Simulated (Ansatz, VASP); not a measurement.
## Mg: VASP beside Ansatz

```
Mg
1.0
     0.00000    2.28914    2.24426
     2.28914    0.00000    2.24426
     2.28914    2.28914    0.00000
Mg
1
Direct
  0.00000 0.00000 0.00000
```

Change from the starting cell: equal xx and yy strain of +2 %.

Alike in both runs: task single point; functional LDA; k mesh 16 × 16 × 16; occupations fermi-dirac, width 0.03 eV; no spin polarisation.

```csv
,VASP,Ansatz
version,VASP 6.6.1,Ansatz 0.2.0
potentials or method,"VASP PAW LDA potentials, release 64 (Mg), cutoff 520 eV","all-electron LAPW, scalar-relativistic"
```

|  | VASP | Ansatz | Ansatz less VASP |
| --- | --- | --- | --- |
| pressure (GPa) | -2.9 | -2.6 | +0.33 |
| traceless stress, the component that is largest in VASP (GPa) | -0.12 | -0.12 | +0.001 |

LDA's correlation is that of Perdew and Zunger in VASP and of Perdew and Wang (1992) in Ansatz. Ansatz ran all-electron here, and VASP with PAW potentials.
